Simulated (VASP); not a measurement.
## W: single point with PBE

Crystal: W.

```
CELL_PARAMETERS angstrom
6.62140 0.00000 0.00000
0.00000 6.62140 0.00000
0.00000 0.00000 6.62140
ATOMIC_POSITIONS crystal
W 0.97948 0.01583 0.97365
W 0.50938 0.97659 0.04668
W 0.97167 0.50545 0.02066
W 0.98200 0.00334 0.47828
W 0.26985 0.22642 0.28396
W 0.48389 0.48094 0.97203
W 0.48828 0.99964 0.52690
W 0.75881 0.23568 0.25760
W 0.00648 0.50421 0.50687
W 0.26937 0.75401 0.23944
W 0.23382 0.26333 0.74398
W 0.51101 0.48685 0.48836
W 0.76136 0.74755 0.25624
W 0.75271 0.28035 0.71535
W 0.26541 0.75918 0.75399
W 0.75650 0.76064 0.73598
```

```yaml
Program: VASP 6.6.1
Task: single point
Functional: PBE
Potentials_or_basis: VASP PAW PBE potentials, release 64 (W_sv)
Cutoff: 520 eV
k_mesh: 3 × 3 × 3
Occupations: fermi-dirac, width 0.17 eV
Spin: no spin polarisation
Dipole_correction: no
Further_INCAR_settings: LREAL = Auto; ALGO = Normal; EDIFF = 1e-06; NBANDS = 126
```

| Quantity | Value |
| --- | --- |
| Pressure | -20.2 GPa |
| Largest force | 3.135 eV/Å |
| Band gap on the k mesh | zero (band 112 reaches 9.71 eV, above the bottom of band 113 at 9.38 eV) |

Forces on the atoms (eV/Å):
```
W    1.179 -0.864  0.564
W   -0.415  1.481 -2.665
W    1.701 -0.386 -1.135
W    1.614 -0.686  1.664
W   -1.017  1.457 -2.391
W    0.660  1.041  1.203
W    0.692 -0.353 -0.953
W   -0.641  1.271 -1.372
W    0.260  0.459 -0.629
W   -1.440 -1.183  1.170
W    0.595 -0.753  0.994
W   -0.839  1.451  0.057
W   -0.659 -0.328 -0.309
W   -0.259 -1.806  2.550
W   -1.144 -0.546  0.059
W   -0.286 -0.256  1.193
```

Stress tensor (GPa, compression positive):
```
-20.76   0.13   0.49
  0.13 -21.05  -1.10
  0.49  -1.10 -18.74
```

Levels at points of the mesh, in eV from the Fermi level:
| k point | band 109 | band 110 | band 111 | band 112 | band 113 | band 114 | band 115 | band 116 |
| --- | --- | --- | --- | --- | --- | --- | --- | --- |
| (0.00, 0.00, 0.00) | -0.12 | 0.09 | 0.22 | 0.31 | 0.45 | 0.48 | 0.52 | 0.63 |

Wall time 18 min on 1 thread of Intel(R) Xeon(R) Platinum 8488C (Sapphire Rapids) (shared host), peak memory 0.54 GiB.

Caveat: spin-orbit coupling is left out, which moves the levels of the heavy elements; forces of over 1 eV/Å act on the atoms, so gaps and moduli don't describe the material at rest.
